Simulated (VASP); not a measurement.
Input of a VASP 6.6.1 run:

The input INCAR:

```
SYSTEM = Al2O3
ALGO = Normal ; EDIFF = 1E-6
ENCUT = 520 ; GGA = PE
ISIF = 2 ; ISMEAR = 0
LASPH = .TRUE. ; LCHARG = .FALSE.
LREAL = .FALSE. ; LWAVE = .FALSE.
NBANDS = 35 ; NELM = 100
PREC = Accurate ; SIGMA = 0.01
```

File KPOINTS:

```
k-points
0
G
  6 6 6
  0 0 0
```

POSCAR

```
Al2O3
1.0
    2.3800666322      1.3741321108      4.3303085371
   -2.3800666322      1.3741321108      4.3303085371
    0.0000000000     -2.7482642216      4.3303085371
Al O
4 6
Direct
    0.3521453521      0.3521453521      0.3521453521
    0.1478546479      0.1478546479      0.1478546479
    0.6478546479      0.6478546479      0.6478546479
    0.8521453521      0.8521453521      0.8521453521
    0.5561715153      0.9438284847      0.2500000000
    0.2500000000      0.5561715153      0.9438284847
    0.9438284847      0.2500000000      0.5561715153
    0.4438284847      0.0561715153      0.7500000000
    0.7500000000      0.4438284847      0.0561715153
    0.0561715153      0.7500000000      0.4438284847
```

Potentials or basis: VASP PAW PBE potentials, release 64 (Al, O).

The run is started by

```bash
$ cat potpaw_PBE.64/Al/POTCAR potpaw_PBE.64/O/POTCAR > POTCAR
$ mpirun -np 1 vasp_std > vasp.out
```

**Question.** Predict the band gap on the k mesh.

**Answer.** 6.23 eV.

**Question.** Estimate the pressure.

**Answer.** 7.4 GPa.

**Question.** Predict the largest force.

**Answer.** 0.032 eV/Å.

Stress tensor (GPa, compression positive):
```
7.56 0.00 0.00
0.00 7.56 0.00
0.00 0.00 6.97
```

Caveat: the cell stands under pressure. A k mesh can miss the band edges.
